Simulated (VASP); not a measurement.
Write the native input for VASP 6.6.1 that does the following.

```yaml
Task: single point
Functional: PBE
Potentials_or_basis: VASP PAW PBE potentials, release 64 (Tm_3, B, Au), 4f in core
Cutoff: 500 eV
k_mesh: 4 × 4 × 4
Occupations: gaussian, width 0.2 eV
Spin: no spin polarisation
Dipole_correction: no
Mended: yes
Further_INCAR_settings: ALGO = Normal; EDIFF = 1e-06; NBANDS = 40
```

The structure of TmB3Au lies in POSCAR:

```
TmB3Au
1.0
    5.0698940693     -0.0000000027      0.0000000000
   -2.5349470323      4.3906570598      0.0000000000
    0.0000000000      0.0000000000      5.4308656215
Tm B Au
2 6 2
Direct
    0.3333333333      0.6666666667      0.7500000000
    0.6666666667      0.3333333333      0.2500000000
    0.2239868487      0.7760131513      0.2500000000
    0.4479736975      0.2239868487      0.7500000000
    0.2239868487      0.4479736975      0.2500000000
    0.7760131513      0.2239868487      0.7500000000
    0.5520263025      0.7760131513      0.2500000000
    0.7760131513      0.5520263025      0.7500000000
    0.0000000000      0.0000000000      0.0000000000
    0.0000000000      0.0000000000      0.5000000000
```

The cell was built from a structure type or drawn by symmetry, and may not be a known phase.

These files were run (other wordings do the same):

INCAR

```
ALGO     = Normal         # electronic algorithm
EDIFF    = 1E-6           # SCF threshold, eV
ENCUT    = 500            # plane-wave cutoff, eV
GGA      = PE             # functional
GGA_COMPAT= F            
ISIF     = 2              # what is computed and relaxed
ISMEAR   = 0              # smearing method
LASPH    = T              # aspherical terms in the spheres
LCHARG   = T              # write CHGCAR
LELF     = T              # ELF
LMAXMIX  = 6              # l up to which the mixer works
LREAL    = F              # projectors in reciprocal space
LVHAR    = T            
LWAVE    = F              # write WAVECAR
NBANDS   = 40             # bands
NELM     = 200            # most SCF steps
PREC     = Accurate       # precision mode
SIGMA    = 0.2            # smearing width, eV
```

KPOINTS

```
k-points
0
Gamma
  4 4 4
```

Potentials or basis: VASP PAW PBE potentials, release 64 (Tm_3, B, Au), 4f in core.

Command:

```bash
$ cat potpaw_PBE.64/Tm_3/POTCAR potpaw_PBE.64/B/POTCAR potpaw_PBE.64/Au/POTCAR > POTCAR
$ mpirun -np 1 vasp_std > vasp.out
```

It gave:

The pressure is 0.5 GPa, the largest force is 0.016 eV/Å and the band gap on the k mesh is zero (bands 29 and 30 overlap by 1.52 eV).

Caveat: spin-orbit coupling is left out, which moves the levels of the heavy elements; the 4f electrons are frozen in the core, so they carry no moment and show no levels.

Run time: 52 s on 1 thread of Intel(R) Xeon(R) 6975P-C (Granite Rapids), on a shared host, peak memory 0.26 GiB.
